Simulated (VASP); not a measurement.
Input of a VASP 6.6.1 run:

INCAR

```
SYSTEM = Bi
ALGO     = Normal         ! electronic algorithm
EDIFF    = 1E-7           ! SCF threshold, eV
ENCUT    = 520            ! plane-wave cutoff, eV
GGA      = PE             ! functional
ISIF     = 2              ! what is computed and relaxed
ISMEAR   = -1             ! smearing method
LASPH    = .True.         ! aspherical terms in the spheres
LCHARG   = .False.        ! write CHGCAR
LREAL    = .False.        ! projectors in reciprocal space
LWAVE    = .False.        ! write WAVECAR
NBANDS   = 14             ! bands
NELM     = 60             ! most SCF steps
PREC     = Accurate       ! precision mode
SIGMA    = 0.08           ! smearing width, eV
```

The input KPOINTS:

```
k-points
0
Gamma
  13 13 13
  0 0 0
```

POSCAR

```
Bi
1.0
    2.8795588638      0.0000000000      0.0000000000
    0.0000000000      2.8795588638      0.0000000000
    0.0000000000      0.0000000000      2.8795588638
Bi
1
Direct
    0.0000000000      0.0000000000      0.0000000000
```

Potentials or basis: VASP PAW PBE potentials, release 64 (Bi_d).

Command:

```bash
$ cat potpaw_PBE.64/Bi_d/POTCAR > POTCAR
$ mpirun -np 1 vasp_std > vasp.out
```

(1) What does it give for the pressure?

## Answers

(1) 44.3 GPa.
